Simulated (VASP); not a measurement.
# BeTe (F-43m) in VASP: further runs

Runs on BeTe. Level: PBE. Tasks: single point, relaxation of cell and atoms.

Program: VASP 6.6.1. These are calculated values, not measurements. Logs are shortened: lines on timing, memory, paths and dates and some standing lists are left out, and cuts for length are marked.

## 1. The cell of the first run

It takes space group F-43m (No. 216, cubic). Conventional cell: a = 5.668 Å, b = 5.668 Å, c = 5.668 Å, α = 90.00°, β = 90.00°, γ = 90.00°. Be (site symmetry -43m) has 4 Te at 2.45 Å within 3.2 Å. Within 3.2 Å of Te (site symmetry -43m) lie 4 Be at 2.45 Å.

## 2. Single point, PBE

Contents of INCAR:

```
SYSTEM = BeTe
ALGO = Normal
EDIFF = 1E-6
ENCUT = 600
GGA = PE
GGA_COMPAT = .False.
ISIF = 2
ISMEAR = 1
LASPH = .True.
LCHARG = .True.
LELF = .True.
LREAL = .False.
LVHAR = .True.
LWAVE = .False.
NBANDS = 11
NELM = 120
PREC = Accurate
SIGMA = 0.01
```

Contents of KPOINTS:

```
k-points
0
Gamma
  5 5 5
  0 0 0
```

Contents of POSCAR:

```
BeTe
1.0
    0.0000000000      2.8339885760      2.8339885760
    2.8339885760      0.0000000000      2.8339885760
    2.8339885760      2.8339885760      0.0000000000
Be Te
1 1
Direct
    0.0000000000      0.0000000000      0.0000000000
    0.2500000000      0.2500000000      0.2500000000
```

Potentials or basis: VASP PAW PBE potentials, release 64 (Be, Te).

Launch:

```bash
$ cat potpaw_PBE.64/Be/POTCAR potpaw_PBE.64/Te/POTCAR > POTCAR
$ mpirun -np 1 vasp_std > vasp.out
```

OUTCAR:

```text
SYSTEM = BeTe
   EDIFF = 1E-6
   ENCUT = 600
   GGA = PE
   ISIF = 2
   ISMEAR = 1
   LASPH = .True.
   LREAL = .False.
   NELM = 120
   PREC = Accurate

 ion  position               nearest neighbor table
   1  0.000  0.000  0.000-   2 2.45   2 2.45   2 2.45   2 2.45
   2  0.250  0.250  0.250-   1 2.45   1 2.45   1 2.45   1 2.45

  LATTYP: Found a face centered cubic cell.
 ALAT       =     5.6679771520

  Lattice vectors:

 A1 = (   0.0000000000,   2.8339885760,   2.8339885760)
 A2 = (   2.8339885760,   0.0000000000,   2.8339885760)
 A3 = (   2.8339885760,   2.8339885760,   0.0000000000)

Analysis of symmetry for initial positions (statically):
=====================================================================
 Subroutine PRICEL returns:
 Original cell was already a primitive cell.

 Routine SETGRP: Setting up the symmetry group for a
 face centered cubic supercell.

 Subroutine GETGRP returns: Found 24 space group operations
 (whereof 24 operations were pure point group operations)
 out of a pool of 48 trial point group operations.

The static configuration has the point symmetry T_d .

Analysis of symmetry for dynamics (positions and initial velocities):
=====================================================================
 Subroutine PRICEL returns:
 Original cell was already a primitive cell.

 Routine SETGRP: Setting up the symmetry group for a
 face centered cubic supercell.

 Subroutine GETGRP returns: Found 24 space group operations
 (whereof 24 operations were pure point group operations)
 out of a pool of 48 trial point group operations.

The dynamic configuration has the point symmetry T_d .

 Subroutine INISYM returns: Found 24 space group operations
 (whereof 24 operations are pure point group operations),
 and found     1 'primitive' translations

----------------------------------------------------------------------------------------

                                     Primitive cell

  volume of cell :      45.5223

  direct lattice vectors                    reciprocal lattice vectors
     0.000000000  2.833988576  2.833988576    -0.176429787  0.176429787  0.176429787
     2.833988576  0.000000000  2.833988576     0.176429787 -0.176429787  0.176429787
     2.833988576  2.833988576  0.000000000     0.176429787  0.176429787 -0.176429787

  length of vectors
     4.007865080  4.007865080  4.007865080     0.305585355  0.305585355  0.305585355

  position of ions in fractional coordinates (direct lattice)
[... 70 lines left out ...]
   ISIF   =      2    stress and relaxation
   ISYM   =      2    0-nonsym 1-usesym 2-fastsym
   POTIM  = 0.5000    time-step for ionic-motion
   TEBEG  =    0.0;   TEEND  =   0.0 temperature during run
   PSTRESS=    0.0 pullay stress
   NELECT =       8.0000    total number of electrons
   NUPDOWN=      -1.0000    fix difference up-down
   EMIN   =  10.00;   EMAX   =-10.00  energy-range for DOS
   EFERMI =   0.00;   METHOD = LEGACY
   ISMEAR =     1;   SIGMA  =   0.01  broadening in eV -4-tet -1-fermi 0-gaus
   EFERMI_NEDOS =   21; number of points for ismear=-14 and -15
   IALGO  =     38    algorithm
   IMIX   =      4    mixing-type and parameters
     AMIX     =   0.40;   BMIX     =  1.00
     AMIX_MAG =   1.60;   BMIX_MAG =  1.00
  volume/ion in A,a.u.               =      22.76       153.60
  Fermi-wavevector in a.u.,A,eV,Ry     =   0.916987  1.732855 11.440677  0.840866
  Thomas-Fermi vector in A             =   2.041905
   LORBIT       =      0    0 simple, 1 ext, 2 COOP (PROOUT), +10 PAW based schemes
   GGA     = PE    functional components
   LHFCALC =     F    Hartree Fock is set to
   AEXX    =    0.0000 exact exchange contribution
   IVDW    =     0    specifies the selected vdW correction
   LEPSILON=     F    determine dielectric tensor
   LRPA    =     F    only Hartree local field effects (RPA)
 non-spin polarized calculation
 Methfessel and Paxton  Order N= 1 SIGMA  =   0.01
  energy-cutoff  :      600.00
  volume of cell :       45.52
 maximum number of plane-waves:      1532
   NGX = 17   NGY = 17   NGZ = 17

 number of electron       8.0000000 magnetization

 Free energy of the ion-electron system (eV)
  ---------------------------------------------------
  ext. energy  EPLUGINS =         0.00000000
  ---------------------------------------------------
  free energy    TOTEN  =        -7.60412053 eV

  energy without entropy =       -7.60413445  energy(sigma->0) =       -7.60412517

 E-fermi :   4.9001     XC(G=0):  -8.9757

 val. band max:        4.8917039909   @ k =   0.0000   0.0000   0.0000
 cond. band min:       7.0081259270   @ k =   0.4000   0.4000   0.0000
 fundamental gap:      2.1164219361
 Fermi energy:         4.9001227864

 k-point     1 :       0.0000    0.0000    0.0000
  band No.  band energies     occupation
      1      -7.2803      2.00000
      2       4.8917      2.00000
      3       4.8917      2.00000
      4       4.8917      2.00000
      5       8.5126      0.00000
      6       8.5126      0.00000
      7       8.5126      0.00000
      8       8.5738      0.00000
      9      13.1777      0.00000
     10      15.0929      0.00000
     11      15.0929      0.00000
[... 113 lines left out ...]
 k-point    10 :      -0.4000    0.4000    0.2000
  band No.  band energies     occupation
      1      -5.6347      2.00000
      2       0.3386      2.00000
      3       1.4659      2.00000
      4       2.3691      2.00000
      5       9.3103      0.00000
      6       9.9121      0.00000
      7      10.2711      0.00000
      8      12.9564      0.00000
      9      14.3613      0.00000
     10      15.9710      0.00000
     11      17.9149      0.00000

------------------------ aborting loop because EDIFF is reached ----------------------------------------

  FORCE on cell =-STRESS in cart. coord.  units (eV):
  Direction    XX          YY          ZZ          XY          YZ          ZX
  --------------------------------------------------------------------------------------
  -------------------------------------------------------------------------------------
  Total        0.0390680      0.0390680      0.0390680     -0.0000000      0.0000000     -0.0000000
  in kB        1.3750166      1.3750166      1.3750166     -0.0000000      0.0000000     -0.0000000
  external PRESSURE =       1.3750166 kB  Pullay stress =       0.0000000 kB

 VOLUME and BASIS-vectors are now :
 -----------------------------------------------------------------------------
  energy-cutoff  :      600.00
  volume of cell :       45.52
      direct lattice vectors                 reciprocal lattice vectors
     0.000000000  2.833988576  2.833988576    -0.176429787  0.176429787  0.176429787
     2.833988576  0.000000000  2.833988576     0.176429787 -0.176429787  0.176429787
     2.833988576  2.833988576  0.000000000     0.176429787  0.176429787 -0.176429787

 POSITION                                       TOTAL-FORCE (eV/Angst)
 -----------------------------------------------------------------------------------
      0.00000      0.00000      0.00000        -0.000000     -0.000000     -0.000000
      1.41699      1.41699      1.41699         0.000000      0.000000      0.000000
 -----------------------------------------------------------------------------------
    total drift:                                0.000000      0.000000      0.000000

  FREE ENERGIE OF THE ION-ELECTRON SYSTEM (eV)
  ---------------------------------------------------
  free  energy   TOTEN  =        -7.6041205312 eV

  energy  without entropy=       -7.6041344462  energy(sigma->0) =       -7.60412517
```

OSZICAR:

```text
N       E                     dE             d eps       ncg     rms          rms(c)
DAV:   1     0.193406554026E+02    0.19341E+02   -0.33006E+03   220   0.633E+02
DAV:   2    -0.653512796415E+01   -0.25876E+02   -0.24982E+02   285   0.976E+01
DAV:   3    -0.770936604522E+01   -0.11742E+01   -0.11718E+01   276   0.214E+01
DAV:   4    -0.772329934057E+01   -0.13933E-01   -0.13930E-01   259   0.267E+00
DAV:   5    -0.772359774913E+01   -0.29841E-03   -0.29840E-03   275   0.400E-01    0.397E+00
DAV:   6    -0.763128588915E+01    0.92312E-01   -0.10635E-01   256   0.132E+00    0.239E+00
DAV:   7    -0.760300685328E+01    0.28279E-01   -0.94826E-02   253   0.135E+00    0.447E-01
DAV:   8    -0.760380756350E+01   -0.80071E-03   -0.58651E-03   238   0.440E-01    0.737E-02
DAV:   9    -0.760404923978E+01   -0.24168E-03   -0.32464E-04   270   0.106E-01    0.299E-02
DAV:  10    -0.760411595658E+01   -0.66717E-04   -0.83767E-05   243   0.471E-02    0.150E-02
DAV:  11    -0.760411807028E+01   -0.21137E-05   -0.23559E-06   271   0.935E-03    0.102E-02
DAV:  12    -0.760412046743E+01   -0.23971E-05   -0.50431E-06   226   0.128E-02    0.516E-03
DAV:  13    -0.760412053118E+01   -0.63751E-07   -0.29921E-08   172   0.127E-03
   1 F= -.76041205E+01 E0= -.76041252E+01  d E =0.139150E-04
```

stdout:

```text
POSCAR found type information on POSCAR BeTe
 POSCAR found :  2 types and       2 ions
 scaLAPACK will be used
 LDA part: xc-table for (Slater+PW92), standard interpolation
 POSCAR, INCAR and KPOINTS ok, starting setup
 FFT: planning ... GRIDC
 FFT: planning ... GRID_SOFT
 FFT: planning ... GRID
 WAVECAR not read
 entering main loop
```

Run time: 14 s. Hardware: 1 thread of Intel Xeon 8259CL, shared host; peak memory 0.17 GiB.

What came out:

```
Free energy            : -7.6041 eV
Pressure               : 0.1 GPa
Band gap on the k mesh : 2.12 eV, indirect (least direct gap 3.62 eV)
```

Caveat: spin-orbit coupling is left out, which moves the levels of the heavy elements.

## 3. Relaxation of cell and atoms, PBE

Contents of INCAR:

```
SYSTEM = BeTe
ALGO = Normal
EDIFF = 1E-7
EDIFFG = -0.01
ENCUT = 600
GGA = PE
GGA_COMPAT = .False.
IBRION = 2
ISIF = 3
ISMEAR = 1
LASPH = .True.
LCHARG = .False.
LREAL = .False.
LWAVE = .False.
NELM = 120
NELMIN = 4
NSW = 80
PREC = Accurate
SIGMA = 0.01
```

KPOINTS is that of step 2.

POSCAR is that of step 2.

Potentials or basis: VASP PAW PBE potentials, release 64 (Be, Te).

Launch:

```bash
$ cat potpaw_PBE.64/Be/POTCAR potpaw_PBE.64/Te/POTCAR > POTCAR
$ mpirun -np 1 vasp_std > vasp.out
```

It took 20 s on 1 thread of Intel Xeon 8259CL, shared host; peak memory 0.17 GiB.

Results (log left out):

* Free energy: -7.6042 eV
* Relaxed volume: 22.83 Å³/atom
* Relaxed cell: a = 4.012 Å, b = 4.012 Å, c = 4.012 Å, α = 60.00°, β = 60.00°, γ = 60.00°
* Space group after relaxing (to 0.05 Å): F-43m (No. 216)
* Energy gained by relaxing: 0.0 meV/atom
* Ionic steps: 2
* Pressure after relaxing: 0.0 GPa
* Band gap on the k mesh: 2.12 eV, indirect (least direct gap 3.62 eV)

Final structure:
```
Be Te
1.0
     0.00000    2.83667    2.83667
     2.83667    0.00000    2.83667
     2.83667    2.83667    0.00000
Be Te
1 1
Direct
  0.00000 0.00000 0.00000
  0.25000 0.25000 0.25000
```

Levels at points of the mesh, in eV from the valence-band top:
```tsv
k point	band 2	band 3	band 4	band 5	band 6	band 7
(0.00, 0.00, 0.00)	0.00	0.00	0.00	3.62	3.62	3.62
```

Caveat: spin-orbit coupling is left out, which moves the levels of the heavy elements. Expect the measured gap to be larger: semilocal functionals such as PBE lack the derivative discontinuity.
